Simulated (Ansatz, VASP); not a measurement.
**GaN: VASP beside Ansatz**

The input INCAR:

```
SYSTEM = GaN
ALGO     = Normal         ! electronic algorithm
EDIFF    = 1E-7           ! SCF threshold, eV
ENCUT    = 520            ! plane-wave cutoff, eV
GGA      = PS             ! functional
ISIF     = 2              ! what is computed and relaxed
ISMEAR   = 0              ! smearing method
LASPH    = .TRUE.         ! aspherical terms in the spheres
LCHARG   = .FALSE.        ! write CHGCAR
LREAL    = .FALSE.        ! projectors in reciprocal space
LWAVE    = .FALSE.        ! write WAVECAR
NBANDS   = 16             ! bands
NELM     = 100            ! most SCF steps
PREC     = Accurate       ! precision mode
SIGMA    = 0.03           ! smearing width, eV
```

File KPOINTS:

```
k-points
0
G
  12 12 12
  0 0 0
```

The input POSCAR:

```
GaN
1.0
    0.0000000000      2.1377663421      2.1377663421
    2.1377663421      0.0000000000      2.1377663421
    2.1377663421      2.1377663421      0.0000000000
Ga N
1 1
Direct
    0.0000000000      0.0000000000      0.0000000000
    0.5000000000      0.5000000000      0.5000000000
```

Input for Ansatz:

```yaml
crystal:
  lattice:
    - [0.0, 2.1377663421, 2.1377663421]
    - [2.1377663421, 0.0, 2.1377663421]
    - [2.1377663421, 2.1377663421, 0.0]
  atoms:
    - { symbol: Ga, position: [0.0, 0.0, 0.0] }
    - { symbol: "N", position: [0.5, 0.5, 0.5] }
scf:
  occupations: { method: gaussian, width: 0.03 }
output:
  forces: true
  stress: true
  eigenvalues: true
  write_density: true
  write_potential: true
  elf: true
  volumetric_format: npy
hamiltonian:
  xc: pbesol
basis:
  ecutwfc: 520
kpoints:
  mp_grid: { grid: [12, 12, 12] }
```

Alike in both runs: task single point; functional PBEsol; k mesh 12 × 12 × 12; occupations gaussian, width 0.03 eV; no spin polarisation.

|  | VASP | Ansatz |
| --- | --- | --- |
| version | VASP 6.6.1 | Ansatz 0.2.0 |
| potentials or method | VASP PAW PBE potentials, release 64 (Ga_d, N), cutoff 520 eV | scalar-relativistic, plane waves, PAW |
| valence electrons in the cell | 18 | 18 |

Ansatz gave:

```
gap on the k mesh at the Fermi level (eV) : 0.30
least direct gap on the mesh (eV)         : 2.32
pressure (GPa)                            : -8.4
```

Q: What did VASP give for the same quantities?

A: gap on the k mesh at the Fermi level (eV): 0.29; least direct gap on the mesh (eV): 2.33; pressure (GPa): -7.9.

VASP's potentials were made for PBE, not for PBEsol.
